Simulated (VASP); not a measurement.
# InSb (F-43m) in VASP: a series of runs

InSb is run at these levels: PBE; tasks: single point.

All numbers are computed with VASP 6.6.1; they aren't measurements. Logs are shortened: lines on timing, memory, paths and dates and some standing lists are left out, and cuts for length are marked.

## (1) The cell of the first run

It takes space group F-43m (No. 216, cubic). The conventional cell has a = 6.635 Å, b = 6.635 Å, c = 6.635 Å, α = 90.00°, β = 90.00°, γ = 90.00°. In (site symmetry -43m) has 4 Sb at 2.87 Å within 3.8 Å. Sb (site symmetry -43m) has 4 In at 2.87 Å within 3.8 Å.

## (2) Single point, PBE, non-collinear spin, zero start, spin-orbit coupling

Input file INCAR:

```
SYSTEM = InSb
  PREC = Accurate
  ENCUT = 520
  EDIFF = 1E-6
  ISMEAR = 0
  SIGMA = 0.1
  LREAL = .False.
  LASPH = .True.
  NELM = 150
  ALGO = Normal
  ISIF = 2
  LWAVE = .False.
  LCHARG = .False.
  MAGMOM = 0 0 0 0 0 0
  LORBIT = 11
  LSORBIT = .True.
  GGA_COMPAT = .False.
  LORBMOM = .True.
  GGA = PE
  NBANDS = 30
```

Input file KPOINTS:

```
regular mesh
0
Gamma
  12 12 12
  0 0 0
```

Input file POSCAR:

```
InSb
1.0
    0.0000000000      3.3174249888      3.3174249888
    3.3174249888      0.0000000000      3.3174249888
    3.3174249888      3.3174249888      0.0000000000
In Sb
1 1
Direct
    0.0000000000      0.0000000000      0.0000000000
    0.2500000000      0.2500000000      0.2500000000
```

Potentials or basis: VASP PAW PBE potentials, release 64 (In_d, Sb).

The run is started by

```bash
$ cat potpaw_PBE.64/In_d/POTCAR potpaw_PBE.64/Sb/POTCAR > POTCAR
$ mpirun -np 1 vasp_ncl > vasp.out
```

OUTCAR:

```text
SYSTEM = InSb
   PREC = Accurate
   ENCUT = 520
   EDIFF = 1E-6
   ISMEAR = 0
   LREAL = .False.
   LASPH = .True.
   NELM = 150
   ISIF = 2
   LORBIT = 11
   LSORBIT = .True.
   GGA = PE

 ion  position               nearest neighbor table
   1  0.000  0.000  0.000-   2 2.87   2 2.87   2 2.87   2 2.87
   2  0.250  0.250  0.250-   1 2.87   1 2.87   1 2.87   1 2.87

  LATTYP: Found a face centered cubic cell.
 ALAT       =     6.6348499776

  Lattice vectors:

 A1 = (   0.0000000000,   3.3174249888,   3.3174249888)
 A2 = (   3.3174249888,   0.0000000000,   3.3174249888)
 A3 = (   3.3174249888,   3.3174249888,   0.0000000000)

Analysis of symmetry for initial positions (statically):
=====================================================================
 Subroutine PRICEL returns:
 Original cell was already a primitive cell.

 Routine SETGRP: Setting up the symmetry group for a
 face centered cubic supercell.

 Subroutine GETGRP returns: Found 24 space group operations
 (whereof 24 operations were pure point group operations)
 out of a pool of 48 trial point group operations.

The static configuration has the point symmetry T_d .

Analysis of symmetry for dynamics (positions and initial velocities):
=====================================================================
 Subroutine PRICEL returns:
 Original cell was already a primitive cell.

 Routine SETGRP: Setting up the symmetry group for a
 face centered cubic supercell.

 Subroutine GETGRP returns: Found 24 space group operations
 (whereof 24 operations were pure point group operations)
 out of a pool of 48 trial point group operations.

The dynamic configuration has the point symmetry T_d .

Analysis of structural, dynamic, and magnetic symmetry:
=====================================================================
 Subroutine PRICEL returns:
 Original cell was already a primitive cell.

 Routine SETGRP: Setting up the symmetry group for a
 face centered cubic supercell.

 Subroutine GETGRP returns: Found 24 space group operations
 (whereof 24 operations were pure point group operations)
 out of a pool of 48 trial point group operations.

The overall configuration has the point symmetry T_d .

 Subroutine INISYM returns: Found 24 space group operations
 (whereof 24 operations are pure point group operations),
 and found     1 'primitive' translations

----------------------------------------------------------------------------------------

                                     Primitive cell

  volume of cell :      73.0186

  direct lattice vectors                    reciprocal lattice vectors
     0.000000000  3.317424989  3.317424989    -0.150719308  0.150719308  0.150719308
     3.317424989  0.000000000  3.317424989     0.150719308 -0.150719308  0.150719308
     3.317424989  3.317424989  0.000000000     0.150719308  0.150719308 -0.150719308

  length of vectors
     4.691547411  4.691547411  4.691547411     0.261053500  0.261053500  0.261053500

  position of ions in fractional coordinates (direct lattice)
     0.000000000  0.000000000  0.000000000
     0.250000000  0.250000000  0.250000000

  ion indices of the primitive-cell ions
   primitive index   ion index
                 1           1
                 2           2

----------------------------------------------------------------------------------------

 KPOINTS: regular mesh

Automatic generation of k-mesh.
 Grid dimensions read from file:
 generate k-points for:   12   12   12

 Generating k-lattice:

  Cartesian coordinates                     Fractional coordinates (reciprocal lattice)
    -0.012559942  0.012559942  0.012559942     0.083333333  0.000000000  0.000000000
     0.012559942 -0.012559942  0.012559942     0.000000000  0.083333333  0.000000000
     0.012559942  0.012559942 -0.012559942     0.000000000  0.000000000  0.083333333

  Length of vectors
     0.021754458  0.021754458  0.021754458

[... 87 lines left out ...]
 maximum number of plane-waves:      3984
   NGX = 17   NGY = 17   NGZ = 17

 number of electron      18.0000008 magnetization       0.0000000      0.0000000      0.0000000

 number of electron      18.0000008 magnetization       0.0000000     -0.0000000     -0.0000000

 number of electron      18.0000008 magnetization       0.0000000      0.0000000     -0.0000000

 Free energy of the ion-electron system (eV)
  ---------------------------------------------------
  ext. energy  EPLUGINS =         0.00000000
  ---------------------------------------------------
  free energy    TOTEN  =        -7.05577085 eV

  energy without entropy =       -7.05563146  energy(sigma->0) =       -7.05570116

 E-fermi :   4.6375     XC(G=0):  -8.3827

 val. band max:        4.6096458491   @ k =   0.0000   0.0000   0.0000
 cond. band min:       4.7973677159   @ k =   0.5000   0.0000   0.0000
 fundamental gap:      0.1877218668
 Fermi energy:         4.6374593888

 k-point     1 :       0.0000    0.0000    0.0000
  band No.  band energies     occupation
      1     -10.5686      1.00000
      2     -10.5686      1.00000
      3     -10.5686      1.00000
      4     -10.5686      1.00000
      5      -9.7496      1.00000
      6      -9.7496      1.00000
[... 781 lines left out ...]
     29      12.5486      0.00000
     30      12.5630      0.00000

 [... further k-points ...]
[... 5 lines left out ...]
  --------------------------------------------------------------------------------------
  -------------------------------------------------------------------------------------
  Total        0.0126327      0.0126327      0.0126327      0.0000000      0.0000000      0.0000000
  in kB        0.2771880      0.2771880      0.2771880      0.0000000      0.0000000      0.0000000
  external PRESSURE =       0.2771880 kB  Pullay stress =       0.0000000 kB

 VOLUME and BASIS-vectors are now :
 -----------------------------------------------------------------------------
  energy-cutoff  :      520.00
  volume of cell :       73.02
      direct lattice vectors                 reciprocal lattice vectors
     0.000000000  3.317424989  3.317424989    -0.150719308  0.150719308  0.150719308
     3.317424989  0.000000000  3.317424989     0.150719308 -0.150719308  0.150719308
     3.317424989  3.317424989  0.000000000     0.150719308  0.150719308 -0.150719308

 POSITION                                       TOTAL-FORCE (eV/Angst)
 -----------------------------------------------------------------------------------
      0.00000      0.00000      0.00000         0.000000      0.000000      0.000000
      1.65871      1.65871      1.65871        -0.000000     -0.000000     -0.000000
 -----------------------------------------------------------------------------------
    total drift:                               -0.000000     -0.000000     -0.000000

  FREE ENERGIE OF THE ION-ELECTRON SYSTEM (eV)
  ---------------------------------------------------
  free  energy   TOTEN  =        -7.0557708549 eV

  energy  without entropy=       -7.0556314599  energy(sigma->0) =       -7.05570116

 orbital moment (x)

 # of ion     p       d       tot
 ----------------------------------------
  1        -0.000   0.000  -0.000
  2         0.000  -0.000   0.000
 ----------------------------------------
           -0.000   0.000  -0.000

 orbital moment (y)

 # of ion     p       d       tot
 ----------------------------------------
  1         0.000  -0.000   0.000
  2         0.000  -0.000   0.000
 ----------------------------------------
            0.000  -0.000   0.000

 orbital moment (z)

 # of ion     p       d       tot
 ----------------------------------------
  1         0.000  -0.000  -0.000
  2         0.000  -0.000  -0.000
 ----------------------------------------
            0.000  -0.000  -0.000

 Spin-Orbit-Coupling matrix elements

 Ion:    1  E_soc:     -0.0743525
 l=   1
     0.0000000    -0.0060324    -0.0060324
    -0.0060324     0.0000000    -0.0060324
    -0.0060324    -0.0060324     0.0000000
 l=   2
     0.0000000    -0.0012551     0.0000000    -0.0012551    -0.0051046
    -0.0012551     0.0000000    -0.0038284    -0.0012551    -0.0012761
     0.0000000    -0.0038284     0.0000000    -0.0038284     0.0000000
    -0.0012551    -0.0012551    -0.0038284     0.0000000    -0.0012761
    -0.0051046    -0.0012761     0.0000000    -0.0012761     0.0000000
 l=   3
     0.0000000     0.0000000     0.0000000     0.0000000     0.0000000     0.0000000     0.0000000
     0.0000000     0.0000000     0.0000000     0.0000000     0.0000000     0.0000000     0.0000000
     0.0000000     0.0000000     0.0000000     0.0000000     0.0000000     0.0000000     0.0000000
     0.0000000     0.0000000     0.0000000     0.0000000     0.0000000     0.0000000     0.0000000
     0.0000000     0.0000000     0.0000000     0.0000000     0.0000000     0.0000000     0.0000000
     0.0000000     0.0000000     0.0000000     0.0000000     0.0000000     0.0000000     0.0000000
     0.0000000     0.0000000     0.0000000     0.0000000     0.0000000     0.0000000     0.0000000

 Ion:    2  E_soc:     -0.1333619
 l=   1
     0.0000000    -0.0221483    -0.0221483
    -0.0221483     0.0000000    -0.0221483
    -0.0221483    -0.0221483     0.0000000
 l=   2
     0.0000000    -0.0000300     0.0000000    -0.0000300    -0.0000487
    -0.0000300     0.0000000    -0.0000365    -0.0000300    -0.0000122
     0.0000000    -0.0000365     0.0000000    -0.0000365     0.0000000
    -0.0000300    -0.0000300    -0.0000365     0.0000000    -0.0000122
    -0.0000487    -0.0000122     0.0000000    -0.0000122     0.0000000
 l=   3
     0.0000000     0.0000000     0.0000000     0.0000000     0.0000000     0.0000000     0.0000000
     0.0000000     0.0000000     0.0000000     0.0000000     0.0000000     0.0000000     0.0000000
     0.0000000     0.0000000     0.0000000     0.0000000     0.0000000     0.0000000     0.0000000
     0.0000000     0.0000000     0.0000000     0.0000000     0.0000000     0.0000000     0.0000000
     0.0000000     0.0000000     0.0000000     0.0000000     0.0000000     0.0000000     0.0000000
     0.0000000     0.0000000     0.0000000     0.0000000     0.0000000     0.0000000     0.0000000
     0.0000000     0.0000000     0.0000000     0.0000000     0.0000000     0.0000000     0.0000000

 total charge

# of ion       s       p       d       tot
------------------------------------------
    1        0.877   0.652   9.859  11.388
    2        1.143   1.296   0.017   2.457
--------------------------------------------------
tot          2.020   1.949   9.877  13.845

 magnetization (x)

# of ion       s       p       d       tot
------------------------------------------
    1        0.000   0.000   0.000   0.000
    2       -0.000  -0.000  -0.000  -0.000
--------------------------------------------------
tot          0.000  -0.000  -0.000  -0.000

 magnetization (y)

# of ion       s       p       d       tot
------------------------------------------
    1       -0.000   0.000   0.000  -0.000
    2       -0.000   0.000  -0.000   0.000
--------------------------------------------------
tot         -0.000   0.000  -0.000  -0.000

 magnetization (z)

# of ion       s       p       d       tot
------------------------------------------
    1        0.000  -0.000   0.000   0.000
    2       -0.000  -0.000   0.000  -0.000
--------------------------------------------------
tot          0.000  -0.000   0.000  -0.000
```

Wall time 7.1 min (1 thread of Intel Xeon Platinum 8488C (Sapphire Rapids), shared host); peak memory 0.63 GiB.

Results:

```
Free energy                                           : -7.0558 eV
Pressure                                              : 0.0 GPa
Net moment                                            : 0.00 μB per cell
Valence electrons inside the program's atomic spheres : In 11.39; Sb 2.46
```

Moments on the atoms (μB; x, y, z):
```
In  0.00 0.00 0.00
Sb  0.00 0.00 0.00
```

## (3) Single point, PBE

This run uses another cell than the first one, of 26.58 Å³/atom.

Input file INCAR:

```
SYSTEM = InSb
  ALGO = Normal
  EDIFF = 1E-7
  ENCUT = 520
  GGA = PE
  ISIF = 2
  ISMEAR = -1
  LASPH = .True.
  LCHARG = .True.
  LELF = .True.
  LREAL = .False.
  LVHAR = .True.
  LWAVE = .False.
  NBANDS = 16
  NELM = 60
  PREC = Accurate
  SIGMA = 0.15
```

Input file KPOINTS:

```
k-points
0
Gamma
  12 12 12
  0 0 0
```

Input file POSCAR:

```
InSb
1.0
    0.0000000000      2.9844748246      2.9844748246
    2.9844748246      0.0000000000      2.9844748246
    2.9844748246      2.9844748246      0.0000000000
In Sb
1 1
Direct
    0.0000000000      0.0000000000      0.0000000000
    0.7500000000      0.7500000000      0.7500000000
```

Potentials or basis: VASP PAW PBE potentials, release 64 (In_d, Sb).

The run is started by

```bash
$ cat potpaw_PBE.64/In_d/POTCAR potpaw_PBE.64/Sb/POTCAR > POTCAR
$ mpirun -np 1 vasp_std > vasp.out
```

Run time: 50 s. Hardware: 1 thread of Intel Xeon Platinum 8259CL at 2.50GHz (Skylake/Cascade Lake), shared host; peak memory 0.21 GiB.

It converged, with:

- Free energy: -5.8107 eV
- Pressure: 24.9 GPa
- Band gap on the k mesh: 0.74 eV (least direct gap 1.29 eV)

Levels at points of the mesh, in eV from the valence-band top:
| k point | band 7 | band 8 | band 9 | band 10 | band 11 | band 12 |
| --- | --- | --- | --- | --- | --- | --- |
| (0.00, 0.00, 0.00) | 0.00 | 0.00 | 0.00 | 1.29 | 2.83 | 2.83 |
| (0.50, 0.00, 0.00) | -7.06 | -1.47 | -1.47 | 1.01 | 3.74 | 3.74 |
| (0.50, 0.50, 0.00) | -7.19 | -3.25 | -3.25 | 0.80 | 1.02 | 9.62 |

Caveat: the cell stands under pressure; spin-orbit coupling is left out, which moves the levels of the heavy elements.
